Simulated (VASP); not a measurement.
Input of a VASP 6.6.1 run:

The input POSCAR:

```
KF
1.0
    3.1868179191      0.0079471769      0.0079471769
    0.0079471769      3.1868179191      0.0079471769
    0.0079471769      0.0079471769      3.1868179191
K F
1 1
Direct
    0.0000000000      0.0000000000      0.0000000000
    0.5000000000      0.5000000000      0.5000000000
```

File INCAR.step1:

```
SYSTEM = KF
ALGO = Normal
EDIFF = 1E-4
ENCUT = 520
GGA = PE
ISMEAR = 0
LASPH = .TRUE.
LCHARG = .FALSE.
LREAL = .FALSE.
LWAVE = .TRUE.
NBANDS = 15
NELM = 80
PREC = Accurate
SIGMA = 0.01
```

Contents of INCAR.step2:

```
SYSTEM = KF
ALGO = Normal
EDIFF = 1E-6
ENCUT = 520
ISIF = 2
ISMEAR = 0
ISTART = 1
LASPH = .TRUE.
LCHARG = .FALSE.
LMIXTAU = .TRUE.
LREAL = .FALSE.
LWAVE = .FALSE.
METAGGA = R2SCAN
NBANDS = 15
NELM = 80
PREC = Accurate
SIGMA = 0.01
```

KPOINTS

```
k-points
0
G
  8 8 8
  0 0 0
```

Potentials or basis: VASP PAW PBE potentials, release 64 (K_sv, F).

Run with:

```console
$ cat potpaw_PBE.64/K_sv/POTCAR potpaw_PBE.64/F/POTCAR > POTCAR
$ cp INCAR.step1 INCAR
$ mpirun -np 1 vasp_std > vasp.out
$ cp INCAR.step2 INCAR
$ mpirun -np 1 vasp_std > vasp.out
```

Question: Predict the band gap on the k mesh.

Answer: 7.67 eV, indirect (least direct gap 7.70 eV).

Question: What does it give for the pressure?

Answer: -0.3 GPa.

Stress tensor (GPa, compression positive):
```
-0.31 -0.06 -0.06
-0.06 -0.31 -0.06
-0.06 -0.06 -0.31
```

Caveat: the cell differs from its parent crystal (strain along [111] +0.8%); the PAW data sets were made with another functional, which shifts forces and pressure a little. A k mesh can miss the band edges.
